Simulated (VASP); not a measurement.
# GaF (Pm-3m) in VASP: notebook

The runs below take GaF through electric field gradients, density of states, with PBE, LDA, PBEsol, RPBE.

All numbers are computed with VASP 6.6.1; they aren't measurements. Logs are shortened: lines on timing, memory, paths and dates and some standing lists are left out, and cuts for length are marked.

## 1. The cell of the first run

It takes space group Pm-3m (No. 221, cubic). Conventional cell: a = 3.166 Å, b = 3.166 Å, c = 3.166 Å, α = 90.00°, β = 90.00°, γ = 90.00°. Ga (site symmetry m-3m) has 8 F at 2.74 Å and 6 Ga at 3.17 Å within 3.6 Å. Within 3.6 Å of F (site symmetry m-3m) lie 8 Ga at 2.74 Å and 6 F at 3.17 Å.

## 2. Electric field gradients, PBE

INCAR

```
SYSTEM = GaF
ALGO = Normal ; EDIFF = 1E-8
ENCUT = 520 ; GGA = PE
ISIF = 2 ; ISMEAR = -1
LASPH = .True. ; LCHARG = .False.
LEFG = .True. ; LREAL = .False.
LWAVE = .False. ; NBANDS = 17
NELM = 60 ; PREC = Accurate
SIGMA = 0.05
```

KPOINTS

```
k-points
0
Gamma
  8 8 8
  0 0 0
```

POSCAR

```
GaF
1.0
    3.1659200000      0.0000000000      0.0000000000
    0.0000000000      3.1659200000      0.0000000000
    0.0000000000      0.0000000000      3.1659200000
Ga F
1 1
Direct
    0.0000000000      0.0000000000      0.0000000000
    0.5000000000      0.5000000000      0.5000000000
```

Potentials or basis: VASP PAW PBE potentials, release 64 (Ga_d, F).

The run is started by

```sh
$ cat potpaw_PBE.64/Ga_d/POTCAR potpaw_PBE.64/F/POTCAR > POTCAR
$ mpirun -np 1 vasp_std > vasp.out
```

OUTCAR:

```text
SYSTEM = GaF
   EDIFF = 1E-8
   ENCUT = 520
   GGA = PE
   ISIF = 2
   ISMEAR = -1
   LASPH = .True.
   LREAL = .False.
   NELM = 60
   PREC = Accurate

 ion  position               nearest neighbor table
   1  0.000  0.000  0.000-
   2  0.500  0.500  0.500-

  LATTYP: Found a simple cubic cell.
 ALAT       =     3.1659200000

  Lattice vectors:

 A1 = (   3.1659200000,   0.0000000000,   0.0000000000)
 A2 = (   0.0000000000,   3.1659200000,   0.0000000000)
 A3 = (   0.0000000000,   0.0000000000,   3.1659200000)

Analysis of symmetry for initial positions (statically):
=====================================================================
 Subroutine PRICEL returns:
 Original cell was already a primitive cell.

 Routine SETGRP: Setting up the symmetry group for a
 simple cubic supercell.

 Subroutine GETGRP returns: Found 48 space group operations
 (whereof 48 operations were pure point group operations)
 out of a pool of 48 trial point group operations.

The static configuration has the point symmetry O_h .

Analysis of symmetry for dynamics (positions and initial velocities):
=====================================================================
 Subroutine PRICEL returns:
 Original cell was already a primitive cell.

 Routine SETGRP: Setting up the symmetry group for a
 simple cubic supercell.

 Subroutine GETGRP returns: Found 48 space group operations
 (whereof 48 operations were pure point group operations)
 out of a pool of 48 trial point group operations.

The dynamic configuration has the point symmetry O_h .

 Subroutine INISYM returns: Found 48 space group operations
 (whereof 48 operations are pure point group operations),
 and found     1 'primitive' translations

----------------------------------------------------------------------------------------

                                     Primitive cell

  volume of cell :      31.7322

  direct lattice vectors                    reciprocal lattice vectors
     3.165920000  0.000000000  0.000000000     0.315863951  0.000000000  0.000000000
     0.000000000  3.165920000  0.000000000     0.000000000  0.315863951  0.000000000
[... 113 lines left out ...]
   IVDW    =     0    specifies the selected vdW correction
   LEPSILON=     F    determine dielectric tensor
   LRPA    =     F    only Hartree local field effects (RPA)
 non-spin polarized calculation
  energy-cutoff  :      520.00
  volume of cell :       31.73
 maximum number of plane-waves:       876
 NGX is ok and might be reduce to    24
   NGX = 11   NGY = 11   NGZ = 11

 number of electron      19.9999980 magnetization

 Free energy of the ion-electron system (eV)
  ---------------------------------------------------
  ext. energy  EPLUGINS =         0.00000000
  ---------------------------------------------------
  free energy    TOTEN  =        -7.43288103 eV

  energy without entropy =       -7.43278176  energy(sigma->0) =       -7.43283140

 E-fermi :   2.7297     XC(G=0): -10.0826

 val. band max:        2.5903943461   @ k =   0.5000   0.5000   0.5000
 cond. band min:       2.9260142454   @ k =   0.5000   0.0000   0.0000
 fundamental gap:      0.3356198994
 Fermi energy:         2.7297238132

 k-point     1 :       0.0000    0.0000    0.0000
  band No.  band energies     occupation
      1     -19.6549      2.00000
      2     -11.7280      2.00000
      3     -11.7280      2.00000
      4     -11.5604      2.00000
      5     -11.5604      2.00000
      6     -11.5604      2.00000
[... 457 lines left out ...]
      4     -11.6068      2.00000
      5     -11.6016      2.00000
      6     -11.5382      2.00000
[... 9 lines left out ...]
     16      18.1514      0.00000
     17      20.3434      0.00000

 [... further k-points ...]
[... 5 lines left out ...]
  --------------------------------------------------------------------------------------
  -------------------------------------------------------------------------------------
  Total       -0.0187034     -0.0187034     -0.0187034      0.0000000     -0.0000000      0.0000000
  in kB       -0.9443472     -0.9443472     -0.9443472      0.0000000     -0.0000000      0.0000000
  external PRESSURE =      -0.9443472 kB  Pullay stress =       0.0000000 kB

 VOLUME and BASIS-vectors are now :
 -----------------------------------------------------------------------------
  energy-cutoff  :      520.00
  volume of cell :       31.73
      direct lattice vectors                 reciprocal lattice vectors
     3.165920000  0.000000000  0.000000000     0.315863951  0.000000000  0.000000000
     0.000000000  3.165920000  0.000000000     0.000000000  0.315863951  0.000000000
     0.000000000  0.000000000  3.165920000     0.000000000  0.000000000  0.315863951

 POSITION                                       TOTAL-FORCE (eV/Angst)
 -----------------------------------------------------------------------------------
      0.00000      0.00000      0.00000         0.000000      0.000000      0.000000
      1.58296      1.58296      1.58296         0.000000      0.000000      0.000000
 -----------------------------------------------------------------------------------
    total drift:                                0.000000      0.000000     -0.000000

  FREE ENERGIE OF THE ION-ELECTRON SYSTEM (eV)
  ---------------------------------------------------
  free  energy   TOTEN  =        -7.4328810336 eV

  energy  without entropy=       -7.4327817582  energy(sigma->0) =       -7.43283140

 Electric field gradients (V/A^2)
---------------------------------------------------------------------
 ion       V_xx      V_yy      V_zz      V_xy      V_xz      V_yz
---------------------------------------------------------------------
   1      -0.000    -0.000    -0.000    -0.000    -0.000     0.000
   2       0.000     0.000    -0.000     0.000     0.000     0.000
---------------------------------------------------------------------

 Electric field gradients after diagonalization (V/A^2)
 (convention: |V_zz| > |V_xx| > |V_yy|)
----------------------------------------------------------------------
 ion       V_xx      V_yy      V_zz     asymmetry (V_yy - V_xx)/ V_zz
----------------------------------------------------------------------
   1      -0.000    -0.000    -0.000      -0.301
   2       0.000    -0.000     0.000      -1.220
----------------------------------------------------------------------

           NMR quadrupolar parameters

 Cq : quadrupolar parameter    Cq=e*Q*V_zz/h
 eta: asymmetry parameters     (V_yy - V_xx)/ V_zz
 Q  : nuclear electric quadrupole moment in mb (millibarn)
----------------------------------------------------------------------
 ion       Cq(MHz)       eta       Q (mb)
----------------------------------------------------------------------
   1      -0.000      -0.301       1.000
   2       0.000      -1.220       1.000
----------------------------------------------------------------------
```

Run time: 24 s. Hardware: 1 thread of AMD EPYC 7R13, shared host; peak memory 0.12 GiB.

Results:

| Quantity | Value |
| --- | --- |
| Free energy | -7.4329 eV |
| Pressure | -0.1 GPa |
| Band gap on the k mesh | 0.34 eV, indirect (least direct gap 1.12 eV) |

Caveat: without QUAD_EFG the Cq values of the log hold for a quadrupole moment of 1 mb, not for the nuclei. A k mesh can miss the band edges.

## 3. Density of states, LDA

POSCAR is that of step 2.

INCAR.step1

```
PREC = Accurate
ENCUT = 520
EDIFF = 1E-6
ISMEAR = -1
SIGMA = 0.05
LREAL = F
LASPH = T
NELM = 80
ALGO = Normal
ISIF = 2
LWAVE = F
LCHARG = T
GGA = CA
NBANDS = 17
```

KPOINTS.step1

```
regular mesh
0
Gamma
  5 5 5
```

INCAR.step2

```
PREC = Accurate
ENCUT = 520
EDIFF = 1E-6
ISMEAR = -5
SIGMA = 0.05
LREAL = F
LASPH = T
NELM = 80
ALGO = Normal
ISIF = 2
LWAVE = F
LCHARG = F
GGA = CA
LORBIT = 11
NEDOS = 2001
ICHARG = 11
```

KPOINTS.step2

```
regular mesh
0
Gamma
  8 8 8
```

Potentials or basis: VASP PAW LDA potentials, release 64 (Ga_d, F).

The run is started by

```sh
$ cat potpaw_LDA.64/Ga_d/POTCAR potpaw_LDA.64/F/POTCAR > POTCAR
$ cp INCAR.step1 INCAR
$ cp KPOINTS.step1 KPOINTS
$ mpirun -np 1 vasp_std > vasp.out
$ cp INCAR.step2 INCAR
$ cp KPOINTS.step2 KPOINTS
$ mpirun -np 1 vasp_std > vasp.out
```

Wall time 9.7 s (1 thread of Intel Xeon Platinum 8259CL at 2.50GHz (Skylake/Cascade Lake), shared host); peak memory 0.13 GiB.

It converged, with:

| Item | Value |
| --- | --- |
| Valence electrons inside the program's atomic spheres | Ga 11.35; F 5.99 |

Levels at points of the mesh, in eV from the valence-band top:
```tsv
k point	band 7	band 8	band 9	band 10	band 11	band 12	band 13	band 14
(0.00, 0.00, 0.00)	-6.05	-3.40	-3.40	-3.40	8.28	8.28	8.28	9.73
(0.50, 0.00, 0.00)	-6.83	-3.12	-3.12	-0.73	0.33	8.40	8.40	12.58
(0.50, 0.50, 0.00)	-4.85	-4.85	-3.02	-2.64	3.45	3.45	9.08	10.30
(0.50, 0.50, 0.50)	-3.97	-3.97	-3.97	0.00	2.32	2.32	2.32	11.86
```

## 4. Density of states, PBE

POSCAR is that of step 3.

INCAR.step1

```
SYSTEM = GaF
PREC = Accurate
ENCUT = 520
EDIFF = 1E-7
ISMEAR = -1
SIGMA = 0.05
LREAL = .FALSE.
LASPH = .TRUE.
NELM = 80
ALGO = Normal
ISIF = 2
LWAVE = .FALSE.
LCHARG = .TRUE.
GGA = PE
NBANDS = 17
```

KPOINTS.step1

```
Automatic mesh
0
G
  5 5 5
  0 0 0
```

INCAR.step2

```
SYSTEM = GaF
PREC = Accurate
ENCUT = 520
EDIFF = 1E-7
ISMEAR = -5
SIGMA = 0.05
LREAL = .FALSE.
LASPH = .TRUE.
NELM = 80
ALGO = Normal
ISIF = 2
LWAVE = .FALSE.
LCHARG = .FALSE.
GGA = PE
LORBIT = 11
NEDOS = 1001
ICHARG = 11
```

KPOINTS.step2

```
Automatic mesh
0
G
  8 8 8
  0 0 0
```

Potentials or basis: VASP PAW PBE potentials, release 64 (Ga_d, F).

The run is started by

```sh
$ cat potpaw_PBE.64/Ga_d/POTCAR potpaw_PBE.64/F/POTCAR > POTCAR
$ cp INCAR.step1 INCAR
$ cp KPOINTS.step1 KPOINTS
$ mpirun -np 1 vasp_std > vasp.out
$ cp INCAR.step2 INCAR
$ cp KPOINTS.step2 KPOINTS
$ mpirun -np 1 vasp_std > vasp.out
```

OUTCAR:

```text
SYSTEM = GaF
   PREC = Accurate
   ENCUT = 520
   EDIFF = 1E-7
   ISMEAR = -5
   LREAL = .FALSE.
   LASPH = .TRUE.
   NELM = 80
   ISIF = 2
   GGA = PE
   LORBIT = 11
   ICHARG = 11

 ion  position               nearest neighbor table
   1  0.000  0.000  0.000-
   2  0.500  0.500  0.500-

  LATTYP: Found a simple cubic cell.
 ALAT       =     3.1659200000

  Lattice vectors:

 A1 = (   3.1659200000,   0.0000000000,   0.0000000000)
 A2 = (   0.0000000000,   3.1659200000,   0.0000000000)
 A3 = (   0.0000000000,   0.0000000000,   3.1659200000)

Analysis of symmetry for initial positions (statically):
=====================================================================
 Subroutine PRICEL returns:
 Original cell was already a primitive cell.

 Routine SETGRP: Setting up the symmetry group for a
 simple cubic supercell.

 Subroutine GETGRP returns: Found 48 space group operations
 (whereof 48 operations were pure point group operations)
 out of a pool of 48 trial point group operations.

The static configuration has the point symmetry O_h .

Analysis of symmetry for dynamics (positions and initial velocities):
=====================================================================
 Subroutine PRICEL returns:
 Original cell was already a primitive cell.

 Routine SETGRP: Setting up the symmetry group for a
 simple cubic supercell.

 Subroutine GETGRP returns: Found 48 space group operations
 (whereof 48 operations were pure point group operations)
 out of a pool of 48 trial point group operations.

The dynamic configuration has the point symmetry O_h .

 Subroutine INISYM returns: Found 48 space group operations
 (whereof 48 operations are pure point group operations),
 and found     1 'primitive' translations

----------------------------------------------------------------------------------------

                                     Primitive cell

  volume of cell :      31.7322

  direct lattice vectors                    reciprocal lattice vectors
     3.165920000  0.000000000  0.000000000     0.315863951  0.000000000  0.000000000
     0.000000000  3.165920000  0.000000000     0.000000000  0.315863951  0.000000000
     0.000000000  0.000000000  3.165920000     0.000000000  0.000000000  0.315863951

  length of vectors
     3.165920000  3.165920000  3.165920000     0.315863951  0.315863951  0.315863951

  position of ions in fractional coordinates (direct lattice)
     0.000000000  0.000000000  0.000000000
     0.500000000  0.500000000  0.500000000

  ion indices of the primitive-cell ions
   primitive index   ion index
                 1           1
                 2           2

----------------------------------------------------------------------------------------

 KPOINTS: Automatic mesh

Automatic generation of k-mesh.
 Grid dimensions read from file:
 generate k-points for:    8    8    8

 Generating k-lattice:

  Cartesian coordinates                     Fractional coordinates (reciprocal lattice)
     0.039482994  0.000000000  0.000000000     0.125000000  0.000000000  0.000000000
     0.000000000  0.039482994  0.000000000     0.000000000  0.125000000  0.000000000
     0.000000000  0.000000000  0.039482994     0.000000000  0.000000000  0.125000000
[... 42 lines left out ...]
   number of dos      NEDOS =   1001   number of ions     NIONS =      2
   total plane-waves  NPLWV =  13824
   dimension x,y,z NGX =    24 NGY =   24 NGZ =   24
   dimension x,y,z NGXF=    48 NGYF=   48 NGZF=   48
   ions per type =               1   1
   NGX,Y,Z   is equivalent  to a cutoff of  12.60, 12.60, 12.60 a.u.
   NGXF,Y,Z  is equivalent  to a cutoff of  25.21, 25.21, 25.21 a.u.
 SYSTEM =  GaF
   PREC   = accura    normal or accurate (medium, high low for compatibility)
   ISTART =      0    job   : 0-new  1-cont  2-samecut
   ICHARG =     11    charge: 1-file 2-atom 10-const
   ISPIN  =      1    spin polarized calculation?
   LNONCOLLINEAR =      F non collinear calculations
   LSORBIT =      F    spin-orbit coupling
   LASPH  =      T    aspherical Exc in radial PAW
   ENCUT  =  520.0 eV  38.22 Ry    6.18 a.u.   5.89  5.89  5.89*2*pi/ulx,y,z
   NELM   =     80;   NELMIN=  2; NELMDL=  0     # of ELM steps
   EDIFF  = 0.1E-06   stopping-criterion for ELM
   LREAL  =      F    real-space projection
   EDIFFG = 0.1E-05   stopping-criterion for IOM
   NSW    =      0    number of steps for IOM
   IBRION =     -1    ionic relax: 0-MD 1-quasi-New 2-CG
   NFREE  =      0    steps in history (QN), initial steepest desc. (CG)
   ISIF   =      2    stress and relaxation
   ISYM   =      2    0-nonsym 1-usesym 2-fastsym
   POTIM  = 0.5000    time-step for ionic-motion
   TEBEG  =    0.0;   TEEND  =   0.0 temperature during run
   PSTRESS=    0.0 pullay stress
   NELECT =      20.0000    total number of electrons
   NUPDOWN=      -1.0000    fix difference up-down
   EMIN   =  10.00;   EMAX   =-10.00  energy-range for DOS
   EFERMI =   0.00;   METHOD = LEGACY
   ISMEAR =    -5;   SIGMA  =   0.05  broadening in eV -4-tet -1-fermi 0-gaus
   EFERMI_NEDOS =   21; number of points for ismear=-14 and -15
   IALGO  =     38    algorithm
   IMIX   =      4    mixing-type and parameters
     AMIX     =   0.40;   BMIX     =  1.00
     AMIX_MAG =   1.60;   BMIX_MAG =  1.00
  volume/ion in A,a.u.               =      15.87       107.07
  Fermi-wavevector in a.u.,A,eV,Ry     =   1.403627  2.652469 26.805754  1.970167
  Thomas-Fermi vector in A             =   2.526269
   LORBIT       =     11    0 simple, 1 ext, 2 COOP (PROOUT), +10 PAW based schemes
   GGA     = PE    functional components
   LHFCALC =     F    Hartree Fock is set to
   AEXX    =    0.0000 exact exchange contribution
   IVDW    =     0    specifies the selected vdW correction
   LEPSILON=     F    determine dielectric tensor
   LRPA    =     F    only Hartree local field effects (RPA)
 non-spin polarized calculation
 Fermi weights with tetrahedron method with Bloechl corrections
  energy-cutoff  :      520.00
  volume of cell :       31.73
 maximum number of plane-waves:       876
 NGX is ok and might be reduce to    24

 number of electron      19.9999980 magnetization

 Free energy of the ion-electron system (eV)
  ---------------------------------------------------
  ext. energy  EPLUGINS =         0.00000000
  ---------------------------------------------------
  free energy    TOTEN  =        -7.43286156 eV

  energy without entropy =       -7.43286156  energy(sigma->0) =       -7.43286156

 E-fermi :   2.5949     XC(G=0): -10.0856

 val. band max:        2.5870437397   @ k =   0.5000   0.5000   0.5000
 cond. band min:       2.9226000504   @ k =   0.5000   0.0000   0.0000
 fundamental gap:      0.3355563107
 Fermi energy:         2.5949399502

 k-point     1 :       0.0000    0.0000    0.0000
  band No.  band energies     occupation
      1     -19.6599      2.00000
      2     -11.7368      2.00000
      3     -11.7368      2.00000
      4     -11.5705      2.00000
      5     -11.5705      2.00000
      6     -11.5705      2.00000
      7      -3.4906      2.00000
      8      -0.8636      2.00000
      9      -0.8636      2.00000
     10      -0.8636      2.00000
     11      10.9108      0.00000
     12      10.9108      0.00000
     13      10.9108      0.00000
     14      12.3649      0.00000
[... 377 lines left out ...]
      1     -19.4094      2.00000
      2     -11.6550      2.00000
      3     -11.6416      2.00000
      4     -11.6169      2.00000
      5     -11.6117      2.00000
      6     -11.5470      2.00000
      7      -2.6391      2.00000
      8      -2.0002      2.00000
      9      -0.6719      2.00000
     10       0.6143      2.00000
     11       5.4790      0.00000
     12       6.2970      0.00000
     13      11.0214      0.00000
     14      12.7920      0.00000

 [... further k-points ...]
[... 5 lines left out ...]
  --------------------------------------------------------------------------------------
  -------------------------------------------------------------------------------------
  Total        0.1546366      0.1546366      0.1546366      0.0000000      0.0000000      0.0000000
  in kB        7.8076992      7.8076992      7.8076992      0.0000000      0.0000000      0.0000000
  external PRESSURE =       7.8076992 kB  Pullay stress =       0.0000000 kB

 VOLUME and BASIS-vectors are now :
 -----------------------------------------------------------------------------
  energy-cutoff  :      520.00
  volume of cell :       31.73
      direct lattice vectors                 reciprocal lattice vectors
     3.165920000  0.000000000  0.000000000     0.315863951  0.000000000  0.000000000
     0.000000000  3.165920000  0.000000000     0.000000000  0.315863951  0.000000000
     0.000000000  0.000000000  3.165920000     0.000000000  0.000000000  0.315863951

 POSITION                                       TOTAL-FORCE (eV/Angst)
 -----------------------------------------------------------------------------------
      0.00000      0.00000      0.00000         0.000000      0.000000      0.000000
      1.58296      1.58296      1.58296         0.000000      0.000000      0.000000
 -----------------------------------------------------------------------------------
    total drift:                                0.000000      0.000000     -0.000000

  FREE ENERGIE OF THE ION-ELECTRON SYSTEM (eV)
  ---------------------------------------------------
  free  energy   TOTEN  =        -7.4328615582 eV

  energy  without entropy=       -7.4328615582  energy(sigma->0) =       -7.43286156

 total charge

# of ion       s       p       d       tot
------------------------------------------
    1        1.253   0.153   9.942  11.349
    2        1.745   4.277   0.000   6.022
--------------------------------------------------
tot          2.998   4.430   9.942  17.371
```

Wall time 12 s (1 thread of Intel Xeon Platinum 8259CL at 2.50GHz (Skylake/Cascade Lake), shared host); peak memory 0.14 GiB.

Results:

```yaml
Valence_electrons_inside_the_program's_atomic_spheres: Ga 11.35; F 6.02
```

(Continued in part 2 of 2.)
